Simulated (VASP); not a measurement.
# CdS (sol) (P6_3mc) in VASP: a series of runs

The runs below take CdS (sol) through single point, with PBEsol.

Everything below comes from runs of VASP 6.6.1. Logs are shortened: lines on timing, memory, paths and dates and some standing lists are left out, and cuts for length are marked.

## 1. The cell of the first run

Symmetry: P6_3mc, No. 186, hexagonal system. Conventional cell: a = 4.166 Å, b = 4.166 Å, c = 6.644 Å, α = 90.00°, β = 90.00°, γ = 120.00°. Cd (site symmetry 3m) has 4 S at 2.53 Å within 3.3 Å. Within 3.3 Å of S (site symmetry 3m) lie 4 Cd at 2.53 Å.

## 2. Single point, PBEsol (strained cell)

INCAR

```
PREC = Accurate ; ENCUT = 520
EDIFF = 1E-7 ; ISMEAR = 0
SIGMA = 0.02 ; LREAL = F
LASPH = T ; NELM = 60
ALGO = Normal ; ISIF = 2
LWAVE = F ; LCHARG = F
GGA = PS ; NBANDS = 26
```

KPOINTS

```
Automatic mesh
0
Gamma
  6 6 4
```

POSCAR

```
CdS
1.0
    4.1662911592      0.0000000000      0.0000000000
   -2.0831455796      3.6081139834      0.0000000000
    0.0000000000      0.0000000000      6.6440435932
Cd S
2 2
Direct
    0.3333333333      0.6666666667     -0.0021078141
    0.6666666667      0.3333333333      0.4978921859
    0.3333333333      0.6666666667      0.3791078141
    0.6666666667      0.3333333333      0.8791078141
```

Potentials or basis: VASP PAW PBE potentials, release 64 (Cd, S).

Command:

```
$ cat potpaw_PBE.64/Cd/POTCAR potpaw_PBE.64/S/POTCAR > POTCAR
$ mpirun -np 1 vasp_std > vasp.out
```

OUTCAR:

```text
PREC = Accurate
   ENCUT = 520
   EDIFF = 1E-7
   ISMEAR = 0
   LREAL = F
   LASPH = T
   NELM = 60
   ISIF = 2
   GGA = PS

 ion  position               nearest neighbor table
   1  0.333  0.667  0.998-   4 2.53   4 2.53   4 2.53   3 2.53
   2  0.667  0.333  0.498-   3 2.53   3 2.53   3 2.53   4 2.53
   3  0.333  0.667  0.379-   2 2.53   2 2.53   2 2.53   1 2.53
   4  0.667  0.333  0.879-   1 2.53   1 2.53   1 2.53   2 2.53

  LATTYP: Found a hexagonal cell.
 ALAT       =     4.1662911592
 C/A-ratio  =     1.5947141809

  Lattice vectors:

 A1 = (   4.1662911592,   0.0000000000,   0.0000000000)
 A2 = (  -2.0831455796,   3.6081139834,   0.0000000000)
 A3 = (   0.0000000000,   0.0000000000,   6.6440435932)

Analysis of symmetry for initial positions (statically):
=====================================================================
 Subroutine PRICEL returns:
 Original cell was already a primitive cell.

 Routine SETGRP: Setting up the symmetry group for a
 hexagonal supercell.

 Subroutine GETGRP returns: Found 12 space group operations
 (whereof  6 operations were pure point group operations)
 out of a pool of 24 trial point group operations.

The static configuration has the point symmetry C_3v.
 The point group associated with its full space group is C_6v.

Analysis of symmetry for dynamics (positions and initial velocities):
=====================================================================
 Subroutine PRICEL returns:
 Original cell was already a primitive cell.

 Routine SETGRP: Setting up the symmetry group for a
 hexagonal supercell.

 Subroutine GETGRP returns: Found 12 space group operations
 (whereof  6 operations were pure point group operations)
 out of a pool of 24 trial point group operations.

The dynamic configuration has the point symmetry C_3v.
 The point group associated with its full space group is C_6v.

 Subroutine INISYM returns: Found 12 space group operations
 (whereof  6 operations are pure point group operations),
 and found     1 'primitive' translations

----------------------------------------------------------------------------------------

                                     Primitive cell

  volume of cell :      99.8763

  direct lattice vectors                    reciprocal lattice vectors
     4.166291159  0.000000000  0.000000000     0.240021631  0.138576553  0.000000000
[... 84 lines left out ...]
   ENCUT  =  520.0 eV  38.22 Ry    6.18 a.u.   7.75  7.75 12.35*2*pi/ulx,y,z
   NELM   =     60;   NELMIN=  2; NELMDL= -5     # of ELM steps
   EDIFF  = 0.1E-06   stopping-criterion for ELM
   LREAL  =      F    real-space projection
   EDIFFG = 0.1E-05   stopping-criterion for IOM
   NSW    =      0    number of steps for IOM
   IBRION =     -1    ionic relax: 0-MD 1-quasi-New 2-CG
   NFREE  =      0    steps in history (QN), initial steepest desc. (CG)
   ISIF   =      2    stress and relaxation
   ISYM   =      2    0-nonsym 1-usesym 2-fastsym
   POTIM  = 0.5000    time-step for ionic-motion
   TEBEG  =    0.0;   TEEND  =   0.0 temperature during run
   PSTRESS=    0.0 pullay stress
   NELECT =      36.0000    total number of electrons
   NUPDOWN=      -1.0000    fix difference up-down
   EMIN   =  10.00;   EMAX   =-10.00  energy-range for DOS
   EFERMI =   0.00;   METHOD = LEGACY
   ISMEAR =     0;   SIGMA  =   0.02  broadening in eV -4-tet -1-fermi 0-gaus
   EFERMI_NEDOS =   21; number of points for ismear=-14 and -15
   IALGO  =     38    algorithm
   IMIX   =      4    mixing-type and parameters
     AMIX     =   0.40;   BMIX     =  1.00
     AMIX_MAG =   1.60;   BMIX_MAG =  1.00
  volume/ion in A,a.u.               =      24.97       168.50
  Fermi-wavevector in a.u.,A,eV,Ry     =   1.165078  2.201678 18.468630  1.357406
  Thomas-Fermi vector in A             =   2.301608
   LORBIT       =      0    0 simple, 1 ext, 2 COOP (PROOUT), +10 PAW based schemes
   GGA     = PS    functional components
   LHFCALC =     F    Hartree Fock is set to
   AEXX    =    0.0000 exact exchange contribution
   IVDW    =     0    specifies the selected vdW correction
   LEPSILON=     F    determine dielectric tensor
   LRPA    =     F    only Hartree local field effects (RPA)
 non-spin polarized calculation
 Gauss-broadening in eV      SIGMA  =   0.02
  energy-cutoff  :      520.00
  volume of cell :       99.88
 maximum number of plane-waves:      2712
 NGX is ok and might be reduce to    32
   NGX = 15   NGY = 15   NGZ = 25

 number of electron      36.0000004 magnetization

 Free energy of the ion-electron system (eV)
  ---------------------------------------------------
  ext. energy  EPLUGINS =         0.00000000
  ---------------------------------------------------
  free energy    TOTEN  =       -13.62685417 eV

  energy without entropy =      -13.62685417  energy(sigma->0) =      -13.62685417

 E-fermi :   1.2500     XC(G=0):  -9.3378

 val. band max:        1.1452228376   @ k =   0.0000   0.0000   0.0000
 cond. band min:       2.2367425220   @ k =   0.0000   0.0000   0.0000
 fundamental gap:      1.0915196844
 Fermi energy:         1.2500117468

 k-point     1 :       0.0000    0.0000    0.0000
  band No.  band energies     occupation
      1     -11.1912      2.00000
      2     -10.7393      2.00000
      3      -6.5236      2.00000
      4      -6.5236      2.00000
      5      -6.5154      2.00000
      6      -6.4411      2.00000
[... 598 lines left out ...]
     25      10.3814      0.00000
     26      10.3814      0.00000

------------------------ aborting loop because EDIFF is reached ----------------------------------------

  FORCE on cell =-STRESS in cart. coord.  units (eV):
  Direction    XX          YY          ZZ          XY          YZ          ZX
  --------------------------------------------------------------------------------------
  -------------------------------------------------------------------------------------
  Total       -0.3591082     -0.3591082      0.2365245      0.0000000      0.0000000      0.0000000
  in kB       -5.7606777     -5.7606777      3.7942370      0.0000000      0.0000000      0.0000000
  external PRESSURE =      -2.5757062 kB  Pullay stress =       0.0000000 kB

 VOLUME and BASIS-vectors are now :
 -----------------------------------------------------------------------------
  energy-cutoff  :      520.00
  volume of cell :       99.88
      direct lattice vectors                 reciprocal lattice vectors
     4.166291159  0.000000000  0.000000000     0.240021631  0.138576553  0.000000000
    -2.083145580  3.608113983  0.000000000     0.000000000  0.277153107  0.000000000
     0.000000000  0.000000000  6.644043593     0.000000000  0.000000000  0.150510752

 POSITION                                       TOTAL-FORCE (eV/Angst)
 -----------------------------------------------------------------------------------
     -0.00000      2.40541      6.63004         0.000000     -0.000000     -0.000623
      2.08315      1.20270      3.30802        -0.000000      0.000000     -0.000623
     -0.00000      2.40541      2.51881        -0.000000     -0.000000      0.000623
      2.08315      1.20270      5.84083         0.000000      0.000000      0.000623
 -----------------------------------------------------------------------------------
    total drift:                               -0.000000     -0.000000      0.000780

  FREE ENERGIE OF THE ION-ELECTRON SYSTEM (eV)
  ---------------------------------------------------
  free  energy   TOTEN  =       -13.6268541689 eV

  energy  without entropy=      -13.6268541689  energy(sigma->0) =      -13.62685417
```

stdout:

```text
POSCAR found type information on POSCAR CdS
 POSCAR found :  2 types and       4 ions
 scaLAPACK will be used
 -----------------------------------------------------------------------------
|                                                                             |
|                                                                             |
|     You enforced a specific xc type in the INCAR file but a different       |
|     I HOPE YOU KNOW WHAT YOU ARE DOING!                                     |
|                                                                             |
 -----------------------------------------------------------------------------

 LDA part: xc-table for (Slater+PW92), standard interpolation
 POSCAR, INCAR and KPOINTS ok, starting setup
 FFT: planning ... GRIDC
 FFT: planning ... GRID_SOFT
 FFT: planning ... GRID
 WAVECAR not read
 entering main loop
```

Run time: 37 s. Hardware: 1 thread of AMD EPYC 9R45 (Zen 5), shared host; peak memory 0.2 GiB.

What came out:

```
Free energy            : -13.6269 eV
Pressure               : -0.3 GPa
Band gap on the k mesh : 1.09 eV, direct
```

Levels at points of the mesh, in eV from the valence-band top:
```tsv
k point	band 16	band 17	band 18	band 19	band 20	band 21
(0.00, 0.00, 0.00)	-0.01	-0.01	0.00	1.09	2.53	6.30
(0.50, 0.00, 0.00)	-1.94	-1.28	-0.78	3.65	3.67	5.07
(0.00, 0.00, 0.50)	-0.42	-0.42	-0.42	2.71	2.71	6.12
(0.50, 0.00, 0.50)	-1.39	-1.26	-1.26	3.41	3.41	5.27
```

Caveat: the cell differs from its parent crystal (strained cell); the PAW data sets were made with another functional, which shifts forces and pressure a little.

## 3. Single point, PBEsol

INCAR

```
SYSTEM = CdS
PREC     = Accurate       ! precision mode
ENCUT    = 520            ! plane-wave cutoff, eV
EDIFF    = 1E-6           ! SCF threshold, eV
ISMEAR   = 0              ! smearing method
SIGMA    = 0.01           ! smearing width, eV
LREAL    = .FALSE.        ! projectors in reciprocal space
LASPH    = .TRUE.         ! aspherical terms in the spheres
NELM     = 60             ! most SCF steps
ALGO     = Normal         ! electronic algorithm
ISIF     = 2              ! what is computed and relaxed
LWAVE    = .FALSE.        ! write WAVECAR
LCHARG   = .FALSE.        ! write CHGCAR
GGA      = PS             ! functional
NBANDS   = 26             ! bands
```

KPOINTS

```
regular mesh
0
G
  6 6 4
  0 0 0
```

POSCAR is that of step 2.

Potentials or basis: VASP PAW PBE potentials, release 64 (Cd, S).

Command:

```
$ cat potpaw_PBE.64/Cd/POTCAR potpaw_PBE.64/S/POTCAR > POTCAR
$ mpirun -np 1 vasp_std > vasp.out
```

Wall time 31 s (1 thread of AMD EPYC 9R45 (Zen 5), shared host); peak memory 0.2 GiB.

It converged, with:

* Free energy: -13.6269 eV
* Pressure: -0.3 GPa
* Band gap on the k mesh: 1.09 eV, direct

Stress tensor (GPa, compression positive):
```
-0.58  0.00  0.00
 0.00 -0.58  0.00
 0.00  0.00  0.38
```

Levels at points of the mesh, in eV from the valence-band top:
```
           k point  band 16  band 17  band 18  band 19  band 20  band 21
(0.00, 0.00, 0.00)    -0.01    -0.01     0.00     1.09     2.53     6.30
(0.50, 0.00, 0.00)    -1.94    -1.28    -0.78     3.65     3.67     5.07
(0.00, 0.00, 0.50)    -0.42    -0.42    -0.42     2.71     2.71     6.12
(0.50, 0.00, 0.50)    -1.39    -1.26    -1.26     3.40     3.40     5.27
```

Caveat: the PAW data sets were made with another functional, which shifts forces and pressure a little. As with any semilocal functional, this PBEsol gap is likely too small.

## 4. Single point, PBEsol (strained cell)

INCAR

```
  ALGO = Normal
  EDIFF = 1E-6
  ENCUT = 520
  GGA = PS
  ISIF = 2
  ISMEAR = 0
  LASPH = T
  LCHARG = F
  LREAL = F
  LWAVE = F
  NBANDS = 26
  NELM = 100
  PREC = Accurate
  SIGMA = 0.02
```

KPOINTS

```
k-points
0
Gamma
  6 6 4
```

POSCAR

```
CdS
1.0
    4.1662911592      0.0000000000      0.0000000000
   -2.0831455796      3.6081139834      0.0000000000
    0.0000000000      0.0000000000      6.6678588815
Cd S
2 2
Direct
    0.3333333333      0.6666666667     -0.0016381747
    0.6666666667      0.3333333333      0.4983618253
    0.3333333333      0.6666666667      0.3786381747
    0.6666666667      0.3333333333      0.8786381747
```

Command:

```
$ cat potpaw_PBE.64/Cd/POTCAR potpaw_PBE.64/S/POTCAR > POTCAR
$ mpirun -np 1 vasp_std > vasp.out
```

Wall time 27 s (1 thread of AMD EPYC 9R45 (Zen 5), shared host); peak memory 0.2 GiB.

Results (log left out):

| Property | Result |
| --- | --- |
| Free energy | -13.6274 eV |
| Pressure | -0.5 GPa |
| Band gap on the k mesh | 1.09 eV, direct |

Forces on the atoms (eV/Å):
```
Cd   0.000  0.000 -0.002
Cd   0.000  0.000 -0.002
S    0.000  0.000  0.002
S    0.000  0.000  0.002
```

Stress tensor (GPa, compression positive):
```
-0.73  0.00  0.00
 0.00 -0.73  0.00
 0.00  0.00  0.07
```

Levels at points of the mesh, in eV from the valence-band top:
| k point | band 15 | band 16 | band 17 | band 18 | band 19 | band 20 | band 21 | band 22 |
| --- | --- | --- | --- | --- | --- | --- | --- | --- |
| (0.00, 0.00, 0.00) | -0.78 | 0.00 | 0.00 | 0.00 | 1.09 | 2.56 | 6.32 | 6.32 |
| (0.50, 0.00, 0.00) | -2.63 | -1.91 | -1.27 | -0.77 | 3.64 | 3.70 | 5.06 | 6.38 |
| (0.00, 0.00, 0.50) | -0.41 | -0.41 | -0.41 | -0.41 | 2.71 | 2.71 | 6.11 | 6.11 |
| (0.50, 0.00, 0.50) | -1.37 | -1.37 | -1.26 | -1.26 | 3.40 | 3.40 | 5.27 | 5.27 |

Caveat: the cell differs from its parent crystal (strained cell); the PAW data sets were made with another functional, which shifts forces and pressure a little.

## 5. The runs side by side

| cell | smearing | gap on the mesh (eV) | pressure (GPa) |
| --- | --- | --- | --- |
| a = 4.166, b = 4.166, c = 6.644 Å, angles 90.0, 90.0, 120.0°, 4 atoms | gaussian 0.02 eV | 1.09 | -0.3 |
| a = 4.166, b = 4.166, c = 6.644 Å, angles 90.0, 90.0, 120.0°, 4 atoms | gaussian 0.01 eV | 1.09 | -0.3 |
| a = 4.166, b = 4.166, c = 6.668 Å, angles 90.0, 90.0, 120.0°, 4 atoms | gaussian 0.02 eV | 1.09 | -0.5 |

Alike in all rows: task single point; level PBEsol; potentials or basis VASP PAW PBE potentials, release 64 (Cd, S); no spin polarisation; k mesh 6 × 6 × 4; cutoff (eV) 520.

Caveats: the PAW data sets were made with another functional, which shifts forces and pressure a little.

Total energies depend on the potentials used, so only differences within one code and one set of settings carry meaning.
